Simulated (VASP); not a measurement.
Mg:

```
Mg
1.0
     3.20930    0.00000    0.00000
    -1.60465    2.77934    0.00000
     0.00000    0.00000    5.21030
Mg
2
Direct
  0.33333 0.66667 0.25000
  0.66667 0.33333 0.75000
```

* Program: VASP 6.6.1
* Task: relaxation of volume and atoms at fixed shape
* Functional: LDA
* Potentials or basis: VASP PAW LDA potentials, release 64 (Mg_sv)
* Cutoff: 840 eV
* k mesh: 8 × 8 × 5
* Occupations: gaussian, width 0.05 eV
* Spin: no spin polarisation

At the start: pressure -2.8 GPa; volume 23.24 Å³/atom.

Task: How do energy, volume and symmetry change on relaxing?

Result: Over 3 steps the energy falls by 14.7 meV/atom and the volume is 21.58 Å³/atom (-7.1 %); space group P6_3/mmc (No. 194, to 0.1 Å) before and after.

Step by step:
```csv
step,energy change (eV),largest force (eV/Å),pressure (GPa),volume (Å³)
1,0.0000,0.0000,-2.75,46.47
2,-0.0282,0.0000,-0.62,43.84
3,-0.0295,0.0000,0.02,43.15
```

Final structure:
```
Mg
1.0
     3.13098    0.00000    0.00000
    -1.56549    2.71151    0.00000
     0.00000    0.00000    5.08315
Mg
2
Direct
  0.33333 0.66667 0.25000
  0.66667 0.33333 0.75000
```
